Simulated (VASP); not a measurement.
# Ti (P6_3/mmc) in VASP: notebook

Ti is run at these levels: LDA; tasks: single point.

Everything below comes from runs of VASP 6.6.1. Logs are shortened: lines on timing, memory, paths and dates and some standing lists are left out, and cuts for length are marked.

### 1 The cell of the first run

Symmetry: P6_3/mmc, No. 194, hexagonal system. The conventional cell has a = 2.864 Å, b = 2.864 Å, c = 4.540 Å, α = 90.00°, β = 90.00°, γ = 120.00°. Ti (site symmetry -6m2) has 12 Ti at 2.81 to 2.86 Å within 3.7 Å.

### 2 Single point, LDA

Input file INCAR:

```
PREC = Accurate
ENCUT = 520
EDIFF = 1E-6
ISMEAR = -1
SIGMA = 0.1
LREAL = F
LASPH = T
NELM = 60
ALGO = Normal
ISIF = 2
LWAVE = F
LCHARG = F
NBANDS = 19
```

Input file KPOINTS:

```
regular mesh
0
Gamma
  8 8 4
```

Input file POSCAR:

```
Ti
1.0
    2.8638698861      0.0000000000      0.0000000000
   -1.4319349430      2.4801840745      0.0000000000
    0.0000000000      0.0000000000      4.5399943151
Ti
2
Direct
    0.3333333333      0.6666666667      0.2500000000
    0.6666666667      0.3333333333      0.7500000000
```

Potentials or basis: VASP PAW LDA potentials, release 64 (Ti_sv).

Launch:

```bash
$ cat potpaw_LDA.64/Ti_sv/POTCAR > POTCAR
$ mpirun -np 1 vasp_std > vasp.out
```

OUTCAR:

```text
PREC = Accurate
   ENCUT = 520
   EDIFF = 1E-6
   ISMEAR = -1
   LREAL = F
   LASPH = T
   NELM = 60
   ISIF = 2

 ion  position               nearest neighbor table
   1  0.333  0.667  0.250-   2 2.81   2 2.81   2 2.81   2 2.81   2 2.81   2 2.81
   2  0.667  0.333  0.750-   1 2.81   1 2.81   1 2.81   1 2.81   1 2.81   1 2.81

  LATTYP: Found a hexagonal cell.
 ALAT       =     2.8638698861
 C/A-ratio  =     1.5852655657

  Lattice vectors:

 A1 = (   2.8638698861,   0.0000000000,   0.0000000000)
 A2 = (  -1.4319349430,   2.4801840745,   0.0000000000)
 A3 = (   0.0000000000,   0.0000000000,   4.5399943151)

Analysis of symmetry for initial positions (statically):
=====================================================================
 Subroutine PRICEL returns:
 Original cell was already a primitive cell.

 Routine SETGRP: Setting up the symmetry group for a
 hexagonal supercell.

 Subroutine GETGRP returns: Found 24 space group operations
 (whereof 12 operations were pure point group operations)
 out of a pool of 24 trial point group operations.

The static configuration has the point symmetry D_3d.
 The point group associated with its full space group is D_6h.

Analysis of symmetry for dynamics (positions and initial velocities):
=====================================================================
 Subroutine PRICEL returns:
 Original cell was already a primitive cell.

 Routine SETGRP: Setting up the symmetry group for a
 hexagonal supercell.

 Subroutine GETGRP returns: Found 24 space group operations
 (whereof 12 operations were pure point group operations)
 out of a pool of 24 trial point group operations.

The dynamic configuration has the point symmetry D_3d.
 The point group associated with its full space group is D_6h.

 Subroutine INISYM returns: Found 24 space group operations
 (whereof 12 operations are pure point group operations),
 and found     1 'primitive' translations

----------------------------------------------------------------------------------------

                                     Primitive cell

  volume of cell :      32.2472

  direct lattice vectors                    reciprocal lattice vectors
     2.863869886  0.000000000  0.000000000     0.349177875  0.201597940  0.000000000
    -1.431934943  2.480184074  0.000000000     0.000000000  0.403195880  0.000000000
     0.000000000  0.000000000  4.539994315     0.000000000  0.000000000  0.220264593

  length of vectors
     2.863869886  2.863869886  4.539994315     0.403195880  0.403195880  0.220264593

  position of ions in fractional coordinates (direct lattice)
     0.333333333  0.666666667  0.250000000
     0.666666667  0.333333333  0.750000000

  ion indices of the primitive-cell ions
   primitive index   ion index
                 1           1
                 2           2

----------------------------------------------------------------------------------------

 KPOINTS: regular mesh

Automatic generation of k-mesh.
 Grid dimensions read from file:
 generate k-points for:    8    8    4

 Generating k-lattice:

  Cartesian coordinates                     Fractional coordinates (reciprocal lattice)
     0.043647234  0.025199742  0.000000000     0.125000000 -0.000000000  0.000000000
     0.000000000  0.050399485  0.000000000     0.000000000  0.125000000  0.000000000
     0.000000000  0.000000000  0.055066148     0.000000000  0.000000000  0.250000000

  Length of vectors
     0.050399485  0.050399485  0.055066148

  Shift w.r.t. Gamma in fractional coordinates (k-lattice)
     0.000000000  0.000000000  0.000000000

 Subroutine IBZKPT returns following result:
 ===========================================

 Found     30 irreducible k-points:

 Following reciprocal coordinates:
            Coordinates               Weight
  0.000000  0.000000  0.000000      1.000000
  0.125000 -0.000000  0.000000      6.000000
  0.250000 -0.000000  0.000000      6.000000
  0.375000 -0.000000  0.000000      6.000000
  0.500000 -0.000000  0.000000      3.000000
  0.125000  0.125000  0.000000      6.000000
[... 16 lines left out ...]
  0.250000 -0.000000  0.500000      6.000000
  0.375000 -0.000000  0.500000      6.000000
 [... further k-points ...]
   k-points           NKPTS =     30   k-points in BZ     NKDIM =     30   number of bands    NBANDS=     19
   number of dos      NEDOS =    301   number of ions     NIONS =      2
   total plane-waves  NPLWV =  20736
   dimension x,y,z NGX =    24 NGY =   24 NGZ =   36
   dimension x,y,z NGXF=    48 NGYF=   48 NGZF=   72
   ions per type =               2
   NGX,Y,Z   is equivalent  to a cutoff of  13.93, 13.93, 13.18 a.u.
   NGXF,Y,Z  is equivalent  to a cutoff of  27.86, 27.86, 26.37 a.u.
 SYSTEM =  unknown system
   PREC   = accura    normal or accurate (medium, high low for compatibility)
   ISTART =      0    job   : 0-new  1-cont  2-samecut
   ICHARG =      2    charge: 1-file 2-atom 10-const
   ISPIN  =      1    spin polarized calculation?
   LNONCOLLINEAR =      F non collinear calculations
   LSORBIT =      F    spin-orbit coupling
   LASPH  =      T    aspherical Exc in radial PAW
   ENCUT  =  520.0 eV  38.22 Ry    6.18 a.u.   5.32  5.32  8.44*2*pi/ulx,y,z
   NELM   =     60;   NELMIN=  2; NELMDL= -5     # of ELM steps
   EDIFF  = 0.1E-05   stopping-criterion for ELM
   LREAL  =      F    real-space projection
   EDIFFG = 0.1E-04   stopping-criterion for IOM
   NSW    =      0    number of steps for IOM
   IBRION =     -1    ionic relax: 0-MD 1-quasi-New 2-CG
   NFREE  =      0    steps in history (QN), initial steepest desc. (CG)
   ISIF   =      2    stress and relaxation
   ISYM   =      2    0-nonsym 1-usesym 2-fastsym
   POTIM  = 0.5000    time-step for ionic-motion
   TEBEG  =    0.0;   TEEND  =   0.0 temperature during run
   PSTRESS=    0.0 pullay stress
   NELECT =      24.0000    total number of electrons
   NUPDOWN=      -1.0000    fix difference up-down
   EMIN   =  10.00;   EMAX   =-10.00  energy-range for DOS
   EFERMI =   0.00;   METHOD = LEGACY
   ISMEAR =    -1;   SIGMA  =   0.10  broadening in eV -4-tet -1-fermi 0-gaus
   EFERMI_NEDOS =   21; number of points for ismear=-14 and -15
   IALGO  =     38    algorithm
   IMIX   =      4    mixing-type and parameters
     AMIX     =   0.40;   BMIX     =  1.00
     AMIX_MAG =   1.60;   BMIX_MAG =  1.00
  volume/ion in A,a.u.               =      16.12       108.81
  Fermi-wavevector in a.u.,A,eV,Ry     =   1.483592  2.803582 29.947028  2.201044
  Thomas-Fermi vector in A             =   2.597234
   LORBIT       =      0    0 simple, 1 ext, 2 COOP (PROOUT), +10 PAW based schemes
   GGA     = CA    functional components
   LHFCALC =     F    Hartree Fock is set to
   AEXX    =    0.0000 exact exchange contribution
   IVDW    =     0    specifies the selected vdW correction
   LEPSILON=     F    determine dielectric tensor
   LRPA    =     F    only Hartree local field effects (RPA)
 non-spin polarized calculation
  energy-cutoff  :      520.00
  volume of cell :       32.25
 maximum number of plane-waves:       887
 NGX is ok and might be reduce to    24
   NGX = 11   NGY = 11   NGZ = 17

 number of electron      24.0000004 magnetization

 Free energy of the ion-electron system (eV)
  ---------------------------------------------------
  ext. energy  EPLUGINS =         0.00000000
  ---------------------------------------------------
  free energy    TOTEN  =       -17.14509296 eV

  energy without entropy =      -17.08062036  energy(sigma->0) =      -17.11285666

 E-fermi :   8.8818     XC(G=0): -12.1448

 val. band max:        8.7921189994   @ k =   0.2500   0.2500   0.5000
 cond. band min:       8.9254061814   @ k =   0.3750   0.2500   0.2500
 fundamental gap:      0.1332871819
 Fermi energy:         8.8817973129

 k-point     1 :       0.0000    0.0000    0.0000
  band No.  band energies     occupation
      1     -47.1463      2.00000
      2     -46.9521      2.00000
      3     -24.2109      2.00000
      4     -23.3931      2.00000
      5     -23.3931      2.00000
      6     -23.2846      2.00000
[... 11 lines left out ...]
     18      10.6215      0.00000
     19      12.3236      0.00000

 k-point     2 :       0.1250   -0.0000    0.0000
  band No.  band energies     occupation
      1     -47.1249      2.00000
      2     -46.9437      2.00000
      3     -24.1667      2.00000
      4     -23.4838      2.00000
      5     -23.4228      2.00000
      6     -23.3574      2.00000
[... 11 lines left out ...]
     18      10.5356      0.00000
     19      12.4536      0.00000

 k-point     3 :       0.2500   -0.0000    0.0000
  band No.  band energies     occupation
      1     -47.0706      2.00000
      2     -46.9258      2.00000
      3     -24.0480      2.00000
      4     -23.7051      2.00000
      5     -23.5723      2.00000
      6     -23.4904      2.00000
[... 11 lines left out ...]
     18      11.3308      0.00000
     19      12.6508      0.00000

 k-point     4 :       0.3750   -0.0000    0.0000
  band No.  band energies     occupation
      1     -47.0092      2.00000
      2     -46.9145      2.00000
      3     -23.9279      2.00000
      4     -23.8969      2.00000
      5     -23.7753      2.00000
      6     -23.5543      2.00000
[... 11 lines left out ...]
     18      12.2855      0.00000
     19      12.7653      0.00000

 k-point     5 :       0.5000   -0.0000    0.0000
  band No.  band energies     occupation
      1     -46.9781      2.00000
      2     -46.9152      2.00000
      3     -24.0201      2.00000
      4     -23.8566      2.00000
      5     -23.8082      2.00000
      6     -23.5801      2.00000
[... 11 lines left out ...]
     18      12.8094      0.00000
     19      13.7265      0.00000
[... 334 lines left out ...]
      2     -47.0501      2.00000
      3     -23.7589      2.00000
      4     -23.7589      2.00000
      5     -23.3289      2.00000
      6     -23.3289      2.00000
[... 11 lines left out ...]
     18      11.9347      0.00000
     19      11.9347      0.00000

 k-point    22 :       0.1250   -0.0000    0.5000
  band No.  band energies     occupation
      1     -47.0351      2.00000
      2     -47.0351      2.00000
      3     -23.7761      2.00000
      4     -23.7761      2.00000
      5     -23.3882      2.00000
      6     -23.3882      2.00000
[... 11 lines left out ...]
     18      11.8963      0.00000
     19      12.0684      0.00000

 k-point    23 :       0.2500   -0.0000    0.5000
  band No.  band energies     occupation
      1     -46.9986      2.00000
      2     -46.9986      2.00000
      3     -23.8688      2.00000
      4     -23.8688      2.00000
      5     -23.4766      2.00000
      6     -23.4766      2.00000
[... 11 lines left out ...]
     18      11.9348      0.00000
     19      12.4170      0.00000

 k-point    24 :       0.3750   -0.0000    0.5000
  band No.  band energies     occupation
      1     -46.9619      2.00000
      2     -46.9619      2.00000
      3     -24.0223      2.00000
      4     -24.0223      2.00000
      5     -23.4992      2.00000
      6     -23.4992      2.00000
[... 11 lines left out ...]
     18      12.3691      0.00000
     19      12.8053      0.00000

 [... further k-points ...]
[... 5 lines left out ...]
  --------------------------------------------------------------------------------------
  -------------------------------------------------------------------------------------
  Total       -0.0031563     -0.0031563     -0.1315368     -0.0000000      0.0000000      0.0000000
  in kB       -0.1568158     -0.1568158     -6.5352962     -0.0000000      0.0000000      0.0000000
  external PRESSURE =      -2.2829760 kB  Pullay stress =       0.0000000 kB

 VOLUME and BASIS-vectors are now :
 -----------------------------------------------------------------------------
  energy-cutoff  :      520.00
  volume of cell :       32.25
      direct lattice vectors                 reciprocal lattice vectors
     2.863869886  0.000000000  0.000000000     0.349177875  0.201597940  0.000000000
    -1.431934943  2.480184074  0.000000000     0.000000000  0.403195880  0.000000000
     0.000000000  0.000000000  4.539994315     0.000000000  0.000000000  0.220264593

 POSITION                                       TOTAL-FORCE (eV/Angst)
 -----------------------------------------------------------------------------------
     -0.00000      1.65346      1.13500         0.000000      0.000000      0.000000
      1.43193      0.82673      3.40500        -0.000000      0.000000      0.000000
 -----------------------------------------------------------------------------------
    total drift:                               -0.000000      0.000000     -0.000000

  FREE ENERGIE OF THE ION-ELECTRON SYSTEM (eV)
  ---------------------------------------------------
  free  energy   TOTEN  =       -17.1450929643 eV

  energy  without entropy=      -17.0806203647  energy(sigma->0) =      -17.11285666
```

It took 7.7 s on 1 thread of Intel Xeon Platinum 8559C (Emerald Rapids), shared host; peak memory 0.14 GiB.

Results:

```yaml
Free_energy: -17.1451 eV
Pressure: -0.2 GPa
Band_gap_on_the_k_mesh: zero (band 12 reaches 9.68 eV, above the bottom of band 13 at 8.74 eV)
```

Stress tensor (GPa, compression positive):
```
-0.02  0.00  0.00
 0.00 -0.02  0.00
 0.00  0.00 -0.65
```

### 3 Single point, LDA

Input file INCAR:

```
SYSTEM = Ti
PREC = Accurate ; ENCUT = 520
EDIFF = 1E-6 ; ISMEAR = -1
SIGMA = 0.1 ; LREAL = .FALSE.
LASPH = .TRUE. ; NELM = 80
ALGO = Normal ; ISIF = 2
LWAVE = .FALSE. ; LCHARG = .FALSE.
GGA = CA ; NBANDS = 19
```

Input file KPOINTS:

```
Automatic mesh
0
G
  10 10 6
  0 0 0
```

POSCAR is that of step 2.

Potentials or basis: VASP PAW LDA potentials, release 64 (Ti_sv).

Launch:

```bash
$ cat potpaw_LDA.64/Ti_sv/POTCAR > POTCAR
$ mpirun -np 1 vasp_std > vasp.out
```

Wall time 13 s (1 thread of Intel Xeon Platinum 8559C (Emerald Rapids), shared host); peak memory 0.15 GiB.

The run converged. Its results:

```
Free energy            : -17.1348 eV
Pressure               : -0.2 GPa
Band gap on the k mesh : zero (band 12 reaches 9.69 eV, above the bottom of band 13 at 8.74 eV)
```

Stress tensor (GPa, compression positive):
```
-0.09  0.00  0.00
 0.00 -0.09  0.00
 0.00  0.00 -0.29
```

Levels at points of the mesh, in eV from the Fermi level:
| k point | band 8 | band 9 | band 10 | band 11 | band 12 | band 13 | band 14 | band 15 | band 16 | band 17 |
| --- | --- | --- | --- | --- | --- | --- | --- | --- | --- | --- |
| (0.00, 0.00, 0.00) | -32.13 | -6.26 | -2.84 | 0.81 | 0.81 | 0.95 | 1.13 | 1.36 | 1.36 | 1.75 |
| (0.50, 0.00, 0.00) | -32.23 | -2.39 | -2.36 | -2.02 | -0.43 | 0.48 | 0.71 | 1.30 | 3.68 | 3.93 |
| (0.00, 0.00, 0.50) | -32.20 | -4.31 | -4.31 | 0.11 | 0.11 | 0.71 | 0.71 | 0.71 | 0.71 | 3.06 |
| (0.50, 0.00, 0.50) | -32.34 | -2.72 | -2.72 | -0.89 | -0.89 | 1.64 | 1.64 | 1.87 | 1.87 | 3.83 |

### 4 Single point, LDA

Input file INCAR:

```
SYSTEM = Ti
PREC = Accurate ; ENCUT = 520
EDIFF = 1E-6 ; ISMEAR = -1
SIGMA = 0.1 ; LREAL = .FALSE.
LASPH = .TRUE. ; NELM = 60
ALGO = Normal ; ISIF = 2
LWAVE = .FALSE. ; LCHARG = .TRUE.
GGA = CA ; LELF = .TRUE.
LVHAR = .TRUE. ; NBANDS = 19
```

Input file KPOINTS:

```
regular mesh
0
G
  13 13 7
  0 0 0
```

POSCAR is that of step 3.

Launch:

```bash
$ cat potpaw_LDA.64/Ti_sv/POTCAR > POTCAR
$ mpirun -np 1 vasp_std > vasp.out
```

Run time: 19 s. Hardware: 1 thread of Intel Xeon Platinum 8559C (Emerald Rapids), shared host; peak memory 0.16 GiB.

It converged, with:

| Property | Result |
| --- | --- |
| Free energy | -17.1348 eV |
| Pressure | -0.1 GPa |
| Band gap on the k mesh | zero (band 12 reaches 9.68 eV, above the bottom of band 13 at 8.59 eV) |

Levels at points of the mesh, in eV from the Fermi level:
```tsv
k point	band 8	band 9	band 10	band 11	band 12	band 13	band 14	band 15	band 16	band 17
(0.00, 0.00, 0.00)	-32.14	-6.26	-2.84	0.81	0.81	0.95	1.12	1.36	1.36	1.75
```

[end of part 1 of 2]
